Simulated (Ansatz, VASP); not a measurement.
## One calculation of Os, two programs

```
Os
1.0
     2.73938    0.00000    0.00000
    -1.36969    2.37237    0.00000
     0.00000    0.00000    4.31382
Os
2
Direct
  0.33333 0.66667 0.25000
  0.66667 0.33333 0.75000
```

Alike in both runs: task single point; functional r2SCAN; k mesh 3 × 3 × 2; occupations fermi-dirac, width 0.1 eV; no spin polarisation.

```csv
,VASP,Ansatz
version,VASP 6.6.1,Ansatz 0.2.0
potentials or method,"VASP PAW PBE potentials, release 64 (Os), cutoff 520 eV","plane waves (500 eV) with PAW, scalar-relativistic"
valence electrons in the cell,16,32
```

Ansatz gave:

```
pressure (GPa)                                                : 10.2
traceless stress, the component that is largest in VASP (GPa) : -32.70
```

Question: Which values does VASP return?

Answer: Pressure (GPa): 11.0; traceless stress, the component that is largest in VASP (GPa): -32.28.

VASP's potentials were made for PBE, not for r2SCAN. VASP's potentials hold 16 valence electrons a cell and Ansatz's 32, so a difference there can come from the potentials and not from the codes.

The k mesh is coarse, so the values compare programs but aren't converged. Neither program's run includes spin-orbit coupling.
